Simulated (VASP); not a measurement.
**ScNbTe3: single point with PBE**

Crystal: ScNbTe3.

```
Sc Nb Te
1.0
     3.58840    2.07177    3.52003
    -3.58840    2.07177    3.52003
     0.00000   -4.14353    3.52003
Sc Nb Te
1 1 3
Direct
  0.00000 0.00000 0.00000
  0.50000 0.50000 0.50000
  0.00000 0.60379 0.39621
  0.39621 0.00000 0.60379
  0.60379 0.39621 0.00000
```

```
Program             : VASP 6.6.1
Task                : single point
Functional          : PBE
Potentials or basis : VASP PAW PBE potentials, release 64 (Sc_sv, Nb_sv, Te)
Cutoff              : 520 eV
k mesh              : 3 × 3 × 3
Occupations         : gaussian, width 0.1 eV
Spin                : collinear spin
Starting moments    : [1.0, 1.0, 0.0, 0.0, 0.0] μB
```

- Pressure: 0.6 GPa
- Largest force: 0.074 eV/Å
- Band gap on the k mesh: zero (filled and empty bands overlap)
- Net moment: 2.00 μB per cell
- Site moments: Sc +0.31; Nb +1.23; Te -0.06 μB
- Valence electrons inside the program's atomic spheres: Sc 9.24; Nb 10.61; Te 3.45

Forces in eV/Å, atoms in the order of the input:
```
Sc   0.000  0.000  0.000
Nb   0.000  0.000  0.000
Te  -0.037  0.064  0.000
Te  -0.037 -0.064  0.000
Te   0.074  0.000  0.000
```

Stress tensor (GPa, compression positive):
```
0.89 0.00 0.00
0.00 0.89 0.00
0.00 0.00 0.11
```

Levels at points of the mesh, in eV from the Fermi level:
Spin up:
| k point | band 20 | band 21 | band 22 | band 23 | band 24 | band 25 |
| --- | --- | --- | --- | --- | --- | --- |
| (0.00, 0.00, 0.00) | -0.90 | -0.32 | -0.09 | -0.09 | 0.18 | 0.61 |
Spin down:
```csv
k point,band 17,band 18,band 19,band 20,band 21,band 22,band 23,band 24
"(0.00, 0.00, 0.00)",-2.74,-1.60,-1.60,-0.35,0.21,0.51,0.52,0.52
```

It took 110 s on 1 thread of AMD EPYC 7R13, with other jobs on the host, peak memory 0.27 GiB.

Caveat: the k points lie up to 0.39 Å⁻¹ apart; spin-orbit coupling is left out, which moves the levels of the heavy elements.
